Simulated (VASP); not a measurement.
The system is MgB2.

```xyz
3
Lattice="3.0850 0.0000 0.0000 -1.5425 2.6717 0.0000 0.0000 0.0000 3.5230" Properties=species:S:1:pos:R:3 pbc="T T T"
Mg    0.0000    0.0000    0.0000
B     0.0000    1.7811    1.7615
B     1.5425    0.8906    1.7615
```

| Item | Value |
| --- | --- |
| Program | VASP 6.6.1 |
| Task | relaxation of volume and atoms at fixed shape |
| Functional | PBEsol |
| Potentials or basis | VASP PAW PBE potentials, release 64 (Mg, B) |
| Cutoff | 600 eV |
| k mesh | 11 × 11 × 9 |
| Occupations | fermi-dirac, width 0.1 eV |
| Spin | no spin polarisation |

At the start: pressure -3.2 GPa; volume 9.68 Å³/atom.

**Question.** Where does the relaxation end?

**Answer.** Over 3 steps the energy falls by 2.0 meV/atom and the volume is 9.48 Å³/atom (-2.1 %); space group P6/mmm (No. 191, to 0.1 Å) before and after.

The path:
| step | energy change (eV) | largest force (eV/Å) | pressure (GPa) | volume (Å³) |
| --- | --- | --- | --- | --- |
| 1 | 0.0000 | 0.0000 | -3.18 | 29.04 |
| 2 | -0.0054 | 0.0000 | 1.10 | 28.24 |
| 3 | -0.0061 | 0.0000 | 0.00 | 28.43 |

Final structure:
```xyz
3
Lattice="3.0634 0.0000 0.0000 -1.5317 2.6530 0.0000 0.0000 0.0000 3.4984" Properties=species:S:1:pos:R:3 pbc="T T T"
Mg    0.0000    0.0000    0.0000
B     0.0000    1.7687    1.7492
B     1.5317    0.8843    1.7492
```

Caveat: the PAW data sets were made with another functional, which shifts forces and pressure a little.
